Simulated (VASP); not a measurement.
Wanted: the native input for a VASP 6.6.1 run.

| Property | Result |
| --- | --- |
| Task | single point |
| Functional | r2SCAN |
| Potentials or basis | VASP PAW PBE potentials, release 64 (Si, Ge_d) |
| Cutoff | 520 eV |
| k mesh | 12 × 12 × 6 |
| Occupations | gaussian, width 0.05 eV |
| Spin | no spin polarisation |
| Dipole correction | no |
| Further INCAR settings | ALGO = Normal; EDIFF = 1e-07; NBANDS = 26 |

The system is SiGe.

```
Si Ge
1.0
     3.78229    0.00000    0.00000
    -1.89114    3.27555    0.00000
     0.00000    0.00000    6.87706
Si Ge
2 2
Direct
  0.66667 0.33333 0.87447
  0.33333 0.66667 0.37447
  0.66667 0.33333 0.50053
  0.33333 0.66667 0.00053
```

This cell differs from its parent crystal: ratio of the length along z to the lengths across it x 1.1, volume and fractional coordinates fixed.

The input as run:

POSCAR

```
SiGe
1.0
    3.7822850451      0.0000000000      0.0000000000
   -1.8911425225      3.2755549334      0.0000000000
    0.0000000000      0.0000000000      6.8770554887
Si Ge
2 2
Direct
    0.6666666667      0.3333333333      0.8744661518
    0.3333333333      0.6666666667      0.3744661518
    0.6666666667      0.3333333333      0.5005328482
    0.3333333333      0.6666666667      0.0005328482
```

INCAR.step1

```
  ALGO = Normal
  EDIFF = 1E-4
  ENCUT = 520
  GGA = PE
  ISMEAR = 0
  LASPH = T
  LCHARG = F
  LREAL = F
  LWAVE = T
  NBANDS = 26
  NELM = 60
  PREC = Accurate
  SIGMA = 0.05
```

INCAR.step2

```
  ALGO = Normal
  EDIFF = 1E-7
  ENCUT = 520
  ISIF = 2
  ISMEAR = 0
  ISTART = 1
  LASPH = T
  LCHARG = F
  LMIXTAU = T
  LREAL = F
  LWAVE = F
  METAGGA = R2SCAN
  NBANDS = 26
  NELM = 60
  PREC = Accurate
  SIGMA = 0.05
```

KPOINTS

```
k-points
0
Gamma
  12 12 6
```

Potentials or basis: VASP PAW PBE potentials, release 64 (Si, Ge_d).

Run with:

```sh
$ cat potpaw_PBE.64/Si/POTCAR potpaw_PBE.64/Ge_d/POTCAR > POTCAR
$ cp INCAR.step1 INCAR
$ mpirun -np 1 vasp_std > vasp.out
$ cp INCAR.step2 INCAR
$ mpirun -np 1 vasp_std > vasp.out
```

It gave:

```json
{
  "Pressure": "1.1 GPa",
  "Largest force": "0.633 eV/Å",
  "Band gap on the k mesh": "0.38 eV"
}
```

Caveat: the stress differs along the axes, from -11 to 7 GPa; semilocal functionals underestimate gaps, and a narrow one can read as zero; the PAW data sets were made with another functional, which shifts forces and pressure a little.

It took 6.5 min on 1 thread of AMD EPYC 9R45 (Zen 5), on a shared host, peak memory 0.26 GiB.
